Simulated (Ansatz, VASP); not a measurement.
## Re: VASP beside Ansatz

POSCAR

```
Re
1.0
    0.0123437500      1.9750000000      1.9750000000
    1.9750000000      0.0123437500      1.9750000000
    1.9873437500      1.9873437500      0.0000000000
Re
1
Direct
    0.0000000000      0.0000000000      0.0000000000
```

The input INCAR.step1:

```
PREC = Accurate
ENCUT = 520
ISMEAR = 0
SIGMA = 0.15
LREAL = False
LASPH = True
NELM = 100
NBANDS = 10
GGA = PE
ALGO = Normal
EDIFF = 1E-4
LWAVE = True
LCHARG = False
```

The input INCAR.step2:

```
PREC = Accurate
ENCUT = 520
EDIFF = 1E-7
ISMEAR = 0
SIGMA = 0.15
LREAL = False
LASPH = True
NELM = 100
ALGO = Normal
ISIF = 2
LWAVE = False
LCHARG = False
METAGGA = R2SCAN
LMIXTAU = True
NBANDS = 10
ISTART = 1
```

File KPOINTS:

```
Automatic mesh
0
Gamma
  20 20 20
```

Input for Ansatz:

```yaml
crystal:
  lattice:
    - [0.01234375, 1.975, 1.975]
    - [1.975, 0.01234375, 1.975]
    - [1.98734375, 1.98734375, 0.0]
  atoms:
    - { symbol: Re, position: [0.0, 0.0, 0.0] }
basis:
  ecutwfc: 500
kpoints:
  mp_grid: { grid: [20, 20, 20] }
hamiltonian:
  xc: r2scan
scf:
  occupations: { method: gaussian, width: 0.15 }
output:
  forces: true
  stress: true
  eigenvalues: true
```

Change from the starting cell: strain +0.0125 x Voigt [0, 0, 0, 0, 0, 1], atoms carried along.

Alike in both runs: task single point; functional r2SCAN; k mesh 20 × 20 × 20; occupations gaussian, width 0.15 eV; no spin polarisation.

|  | VASP | Ansatz |
| --- | --- | --- |
| version | VASP 6.6.1 | Ansatz 0.2.0 |
| potentials or method | VASP PAW PBE potentials, release 64 (Re), cutoff 520 eV | scalar-relativistic, plane waves, PAW |
| valence electrons in the cell | 7 | 15 |

|  | VASP | Ansatz | Ansatz less VASP |
| --- | --- | --- | --- |
| gap on the k mesh at the Fermi level (eV) | none | none | - |
| pressure (GPa) | -15.6 | -15.3 | +0.28 |
| traceless stress, the component that is largest in VASP (GPa) | -2.62 | -2.65 | -0.029 |

VASP's potentials were made for PBE, not for r2SCAN. A gap of «none» marks a metal or a gap that the smearing closes. VASP's potentials hold 7 valence electrons a cell and Ansatz's 15, so a difference there can come from the potentials and not from the codes.

Neither program's run includes spin-orbit coupling.
